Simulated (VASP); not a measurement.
# TePt (P6_3/mmc) in VASP: notebook, part 2 of 2

VASP 6.6.1. Earlier steps stand in the parts before.

### 3 Single point, PBEsol (strain +0.000 along x and y, +0.040 along z)

File INCAR:

```
SYSTEM = TePt
PREC = Accurate
ENCUT = 520
EDIFF = 1E-7
ISMEAR = 0
SIGMA = 0.15
LREAL = .False.
LASPH = .True.
NELM = 80
ALGO = Normal
ISIF = 2
LWAVE = .False.
LCHARG = .False.
GGA = PS
NBANDS = 24
```

File KPOINTS:

```
Automatic mesh
0
Gamma
  12 12 10
  0 0 0
```

File POSCAR:

```
TePt
1.0
    4.1109998117      0.0000000000      0.0000000000
   -2.0554999058      3.5602302719      0.0000000000
    0.0000000000      0.0000000000      5.6638400000
Te Pt
2 2
Direct
    0.3333333333      0.6666666667      0.2500000000
    0.6666666667      0.3333333333      0.7500000000
    0.0000000000      0.0000000000      0.0000000000
    0.0000000000      0.0000000000      0.5000000000
```

Potentials or basis: VASP PAW PBE potentials, release 64 (Te, Pt).

Command:

```sh
cat potpaw_PBE.64/Te/POTCAR potpaw_PBE.64/Pt/POTCAR > POTCAR
mpirun -np 1 vasp_std > vasp.out
```

OUTCAR:

```text
SYSTEM = TePt
   PREC = Accurate
   ENCUT = 520
   EDIFF = 1E-7
   ISMEAR = 0
   LREAL = .False.
   LASPH = .True.
   NELM = 80
   ISIF = 2
   GGA = PS

 ion  position               nearest neighbor table
   1  0.333  0.667  0.250-   3 2.76   4 2.76   3 2.76   4 2.76   3 2.76   4 2.76
   2  0.667  0.333  0.750-   3 2.76   4 2.76   3 2.76   4 2.76   3 2.76   4 2.76
   3  0.000  0.000  0.000-   1 2.76   2 2.76   1 2.76   2 2.76   2 2.76   1 2.76   4 2.83   4 2.83

   4  0.000  0.000  0.500-   1 2.76   2 2.76   1 2.76   2 2.76   2 2.76   1 2.76   3 2.83   3 2.83

  LATTYP: Found a hexagonal cell.
 ALAT       =     4.1109998117
 C/A-ratio  =     1.3777281098

  Lattice vectors:

 A1 = (   4.1109998117,   0.0000000000,   0.0000000000)
 A2 = (  -2.0554999058,   3.5602302719,   0.0000000000)
 A3 = (   0.0000000000,   0.0000000000,   5.6638400000)

Analysis of symmetry for initial positions (statically):
=====================================================================
 Subroutine PRICEL returns:
 Original cell was already a primitive cell.

 Routine SETGRP: Setting up the symmetry group for a
 hexagonal supercell.

 Subroutine GETGRP returns: Found 24 space group operations
 (whereof 12 operations were pure point group operations)
 out of a pool of 24 trial point group operations.

The static configuration has the point symmetry D_3d.
 The point group associated with its full space group is D_6h.

Analysis of symmetry for dynamics (positions and initial velocities):
=====================================================================
 Subroutine PRICEL returns:
 Original cell was already a primitive cell.

 Routine SETGRP: Setting up the symmetry group for a
 hexagonal supercell.

 Subroutine GETGRP returns: Found 24 space group operations
 (whereof 12 operations were pure point group operations)
 out of a pool of 24 trial point group operations.

The dynamic configuration has the point symmetry D_3d.
 The point group associated with its full space group is D_6h.

 Subroutine INISYM returns: Found 24 space group operations
[... 122 lines left out ...]
  volume/ion in A,a.u.               =      20.72       139.85
  Fermi-wavevector in a.u.,A,eV,Ry     =   1.192008  2.252569 19.332301  1.420884
  Thomas-Fermi vector in A             =   2.328057
   LORBIT       =      0    0 simple, 1 ext, 2 COOP (PROOUT), +10 PAW based schemes
   GGA     = PS    functional components
   LHFCALC =     F    Hartree Fock is set to
   AEXX    =    0.0000 exact exchange contribution
   IVDW    =     0    specifies the selected vdW correction
   LEPSILON=     F    determine dielectric tensor
   LRPA    =     F    only Hartree local field effects (RPA)
 non-spin polarized calculation
 Gauss-broadening in eV      SIGMA  =   0.15
  energy-cutoff  :      520.00
  volume of cell :       82.90
 maximum number of plane-waves:      2253
 NGX is ok and might be reduce to    32
   NGX = 15   NGY = 15   NGZ = 21

 number of electron      31.9999997 magnetization

 Free energy of the ion-electron system (eV)
  ---------------------------------------------------
  ext. energy  EPLUGINS =         0.00000000
  ---------------------------------------------------
  free energy    TOTEN  =       -21.77434193 eV

  energy without entropy =      -21.75290200  energy(sigma->0) =      -21.76362196

 E-fermi :  10.0526     XC(G=0): -11.5361

 val. band max:       10.0523877228   @ k =   0.2500   0.2500   0.0000
 cond. band min:      10.0625543519   @ k =   0.1667   0.0000   0.0000
 fundamental gap:      0.0101666291
 Fermi energy:        10.0526044397

 k-point     1 :       0.0000    0.0000    0.0000
  band No.  band energies     occupation
      1      -4.3445      2.00000
      2      -1.5775      2.00000
      3       2.3444      2.00000
      4       3.7337      2.00000
      5       3.7337      2.00000
      6       4.4828      2.00000
[... 637 lines left out ...]
     23      16.7662      0.00000
     24      18.1917      0.00000

 [... further k-points ...]

------------------------ aborting loop because EDIFF is reached ----------------------------------------

  FORCE on cell =-STRESS in cart. coord.  units (eV):
  Direction    XX          YY          ZZ          XY          YZ          ZX
  --------------------------------------------------------------------------------------
  -------------------------------------------------------------------------------------
  Total        3.1562443      3.1562443      0.7016521      0.0000000     -0.0000000      0.0000000
  in kB       61.0020832     61.0020832     13.5611303      0.0000000     -0.0000000      0.0000000
  external PRESSURE =      45.1884322 kB  Pullay stress =       0.0000000 kB

 VOLUME and BASIS-vectors are now :
 -----------------------------------------------------------------------------
  energy-cutoff  :      520.00
  volume of cell :       82.90
      direct lattice vectors                 reciprocal lattice vectors
     4.110999812  0.000000000  0.000000000     0.243249829  0.140440354  0.000000000
    -2.055499906  3.560230272  0.000000000     0.000000000  0.280880708  0.000000000
     0.000000000  0.000000000  5.663840000     0.000000000  0.000000000  0.176558660

 POSITION                                       TOTAL-FORCE (eV/Angst)
 -----------------------------------------------------------------------------------
     -0.00000      2.37349      1.41596         0.000000      0.000000      0.000000
      2.05550      1.18674      4.24788        -0.000000      0.000000      0.000000
      0.00000      0.00000      0.00000        -0.000000      0.000000      0.000000
      0.00000      0.00000      2.83192        -0.000000      0.000000      0.000000
 -----------------------------------------------------------------------------------
    total drift:                               -0.000000      0.000000     -0.000000

  FREE ENERGIE OF THE ION-ELECTRON SYSTEM (eV)
  ---------------------------------------------------
  free  energy   TOTEN  =       -21.7743419278 eV

  energy  without entropy=      -21.7529019975  energy(sigma->0) =      -21.76362196
```

stdout:

```text
POSCAR found type information on POSCAR TePt
 POSCAR found :  2 types and       4 ions
 scaLAPACK will be used
 -----------------------------------------------------------------------------
|                                                                             |
|                                                                             |
|     You enforced a specific xc type in the INCAR file but a different       |
|     I HOPE YOU KNOW WHAT YOU ARE DOING!                                     |
|                                                                             |
 -----------------------------------------------------------------------------

 LDA part: xc-table for (Slater+PW92), standard interpolation
 POSCAR, INCAR and KPOINTS ok, starting setup
 FFT: planning ... GRIDC
 FFT: planning ... GRID_SOFT
 FFT: planning ... GRID
 WAVECAR not read
 entering main loop
```

Run time: 1.9 min. Hardware: 1 thread of AMD EPYC 9R45 (Zen 5), shared host; peak memory 0.31 GiB.

What came out:

* Free energy: -21.7743 eV
* Pressure: 4.5 GPa
* Band gap on the k mesh: zero (bands 16 and 17 overlap by 1.35 eV)

Stress tensor (GPa, compression positive):
```
6.10 0.00 0.00
0.00 6.10 0.00
0.00 0.00 1.36
```

Levels at points of the mesh, in eV from the Fermi level:
```csv
k point,band 12,band 13,band 14,band 15,band 16,band 17,band 18,band 19,band 20,band 21
"(0.00, 0.00, 0.00)",-2.25,-1.60,-1.60,0.08,0.25,1.75,1.97,2.45,2.45,4.61
"(0.50, 0.00, 0.00)",-3.06,-2.74,-2.43,-2.22,-1.43,1.15,2.70,3.31,3.79,4.08
"(0.00, 0.00, 0.50)",-3.56,-2.60,-2.60,1.04,1.04,1.04,1.04,4.23,4.23,5.48
"(0.50, 0.00, 0.50)",-3.08,-3.05,-3.05,-0.45,-0.45,0.58,0.58,2.36,2.36,6.61
```

Caveat: the cell differs from its parent crystal (strain +0.000 along x and y, +0.040 along z); the cell stands under pressure; the PAW data sets were made with another functional, which shifts forces and pressure a little; spin-orbit coupling is left out, which moves the levels of the heavy elements.

### 4 Single point, PBEsol (strain +0.080 along x and y, -0.080 along z)

File INCAR:

```
SYSTEM = TePt
PREC     = Accurate       ! precision mode
ENCUT    = 520            ! plane-wave cutoff, eV
EDIFF    = 1E-7           ! SCF threshold, eV
ISMEAR   = 0              ! smearing method
SIGMA    = 0.15           ! smearing width, eV
LREAL    = .False.        ! projectors in reciprocal space
LASPH    = .True.         ! aspherical terms in the spheres
NELM     = 80             ! most SCF steps
ALGO     = Normal         ! electronic algorithm
ISIF     = 2              ! what is computed and relaxed
LWAVE    = .False.        ! write WAVECAR
LCHARG   = .False.        ! write CHGCAR
GGA      = PS             ! functional
NBANDS   = 24             ! bands
```

File KPOINTS:

```
regular mesh
0
Gamma
  12 12 10
  0 0 0
```

File POSCAR:

```
TePt
1.0
    4.4398797966      0.0000000000      0.0000000000
   -2.2199398983      3.8450486937      0.0000000000
    0.0000000000      0.0000000000      5.0103200000
Te Pt
2 2
Direct
    0.3333333333      0.6666666667      0.2500000000
    0.6666666667      0.3333333333      0.7500000000
    0.0000000000      0.0000000000      0.0000000000
    0.0000000000      0.0000000000      0.5000000000
```

Command:

```sh
cat potpaw_PBE.64/Te/POTCAR potpaw_PBE.64/Pt/POTCAR > POTCAR
mpirun -np 1 vasp_std > vasp.out
```

Wall time 2.4 min (1 thread of AMD EPYC 9R45 (Zen 5), shared host); peak memory 0.33 GiB.

It converged, with:

| Quantity | Value |
| --- | --- |
| Free energy | -21.1795 eV |
| Pressure | 4.1 GPa |
| Band gap on the k mesh | zero (bands 16 and 17 overlap by 1.70 eV) |

Stress tensor (GPa, compression positive):
```
-5.51  0.00  0.00
 0.00 -5.51  0.00
 0.00  0.00 23.44
```

Levels at points of the mesh, in eV from the Fermi level:
```tsv
k point	band 14	band 15	band 16	band 17	band 18	band 19
(0.00, 0.00, 0.00)	-0.87	0.52	0.91	1.29	1.63	1.63
(0.50, 0.00, 0.00)	-2.09	-0.95	-0.87	1.65	2.39	3.11
(0.00, 0.00, 0.50)	-2.77	0.93	0.93	0.93	0.93	3.25
(0.50, 0.00, 0.50)	-2.89	-0.55	-0.55	0.09	0.09	3.25
```

Caveat: the cell differs from its parent crystal (strain +0.080 along x and y, -0.080 along z); the stress differs along the axes, from -6 to 23 GPa; the PAW data sets were made with another functional, which shifts forces and pressure a little; spin-orbit coupling is left out, which moves the levels of the heavy elements.

### 5 Single point, PBEsol (strain +0.080 along x and y, +0.080 along z)

INCAR is that of step 4.

KPOINTS is that of step 4.

POSCAR, as its differences from that of step 4:

```diff
@@ -4,3 +4,3 @@
    -2.2199398983      3.8450486937      0.0000000000
-    0.0000000000      0.0000000000      5.0103200000
+    0.0000000000      0.0000000000      5.8816800000
 Te Pt
```

Command:

```sh
cat potpaw_PBE.64/Te/POTCAR potpaw_PBE.64/Pt/POTCAR > POTCAR
mpirun -np 1 vasp_std > vasp.out
```

It took 1.9 min on 1 thread of Intel Xeon 6975P-C (Granite Rapids), shared host; peak memory 0.41 GiB.

It converged, with:

```
Free energy            : -21.0470 eV
Pressure               : -14.7 GPa
Band gap on the k mesh : zero (bands 16 and 17 overlap by 1.21 eV)
```

Stress tensor (GPa, compression positive):
```
-14.17   0.00   0.00
  0.00 -14.17   0.00
  0.00   0.00 -15.77
```

Levels at points of the mesh, in eV from the Fermi level:
| k point | band 12 | band 13 | band 14 | band 15 | band 16 | band 17 | band 18 | band 19 | band 20 | band 21 |
| --- | --- | --- | --- | --- | --- | --- | --- | --- | --- | --- |
| (0.00, 0.00, 0.00) | -1.49 | -1.31 | -1.31 | 0.15 | 0.41 | 0.68 | 1.79 | 1.79 | 2.08 | 4.77 |
| (0.50, 0.00, 0.00) | -2.21 | -1.98 | -1.62 | -1.52 | -1.49 | 1.06 | 2.02 | 3.39 | 3.41 | 3.47 |
| (0.00, 0.00, 0.50) | -2.54 | -2.24 | -2.24 | 0.81 | 0.81 | 0.81 | 0.81 | 3.22 | 3.22 | 5.52 |
| (0.50, 0.00, 0.50) | -2.24 | -2.24 | -2.24 | -0.23 | -0.23 | 0.22 | 0.22 | 2.31 | 2.31 | 6.68 |

Caveat: the cell differs from its parent crystal (strain +0.080 along x and y, +0.080 along z); the cell stands under tension; the PAW data sets were made with another functional, which shifts forces and pressure a little; spin-orbit coupling is left out, which moves the levels of the heavy elements.

### 6 Overview

| cell | gap on the mesh (eV) | pressure (GPa) |
| --- | --- | --- |
| a = 4.275, b = 4.275, c = 5.228 Å, angles 90.0, 90.0, 120.0°, 4 atoms | none | 6.1 |
| a = 4.111, b = 4.111, c = 5.664 Å, angles 90.0, 90.0, 120.0°, 4 atoms | none | 4.5 |
| a = 4.440, b = 4.440, c = 5.010 Å, angles 90.0, 90.0, 120.0°, 4 atoms | none | 4.1 |
| a = 4.440, b = 4.440, c = 5.882 Å, angles 90.0, 90.0, 120.0°, 4 atoms | none | -14.7 |

Alike in all rows: task single point; level PBEsol; potentials or basis VASP PAW PBE potentials, release 64 (Te, Pt); no spin polarisation; k mesh 12 × 12 × 10; cutoff (eV) 520; smearing gaussian 0.15 eV.

Caveats: the PAW data sets were made with another functional, which shifts forces and pressure a little; spin-orbit coupling is left out, which moves the levels of the heavy elements; the stress differs along the axes, from 2 to 14 GPa (at least some runs); the cell stands under pressure (at least some runs); the stress differs along the axes, from -6 to 23 GPa (at least some runs); the cell stands under tension (at least some runs).

Absolute energies hang on the potentials; compare differences alone.

The gap in the log of VASP goes by the Fermi energy; the results here count the filled bands.